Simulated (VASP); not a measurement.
A run of VASP 6.6.1:

Contents of POSCAR:

```
CdSe
1.0
    4.3000000000      0.0000000000      0.0000000000
   -2.1500000000      3.7239092363      0.0000000000
    0.0000000000      0.0000000000      7.0200000000
Cd Se
2 2
Direct
    0.6666666667      0.3333333333      0.5000000000
    0.3333333333      0.6666666667      0.0000000000
    0.6666666667      0.3333333333      0.8850000000
    0.3333333333      0.6666666667      0.3850000000
```

Contents of INCAR.step1:

```
ALGO = Normal
EDIFF = 1E-5
ENCUT = 520
GGA = PE
ISIF = 2
ISMEAR = -1
LASPH = T
LCHARG = F
LREAL = F
LWAVE = T
NBANDS = 26
NELM = 60
PREC = Accurate
SIGMA = 0.05
```

File INCAR.step2:

```
AEXX = 1.0
AGGAC = 0.0
ALDAC = 0.0
ALGO = Normal
EDIFF = 1E-6
ENCUT = 520
GGA = PE
ISIF = 2
ISMEAR = -1
ISTART = 1
LASPH = T
LCHARG = F
LHFCALC = T
LREAL = F
LWAVE = F
NBANDS = 26
NELM = 60
PREC = Accurate
PRECFOCK = Normal
SIGMA = 0.05
```

Contents of KPOINTS:

```
k-points
0
Gamma
  4 4 2
```

Potentials or basis: VASP PAW PBE potentials, release 64 (Cd, Se).

The run is started by

```sh
$ cat potpaw_PBE.64/Cd/POTCAR potpaw_PBE.64/Se/POTCAR > POTCAR
$ cp INCAR.step1 INCAR
$ mpirun -np 1 vasp_std > vasp.out
$ cp INCAR.step2 INCAR
$ mpirun -np 1 vasp_std > vasp.out
```

Hardware: 1 thread of Intel(R) Xeon(R) 6975P-C (Granite Rapids) (shared host).

Question: How long does it take, and how much memory?

Answer: Run time: 18 min on 1 thread of Intel(R) Xeon(R) 6975P-C (Granite Rapids) (shared host), peak memory 0.25 GiB. Counts: k points 8.
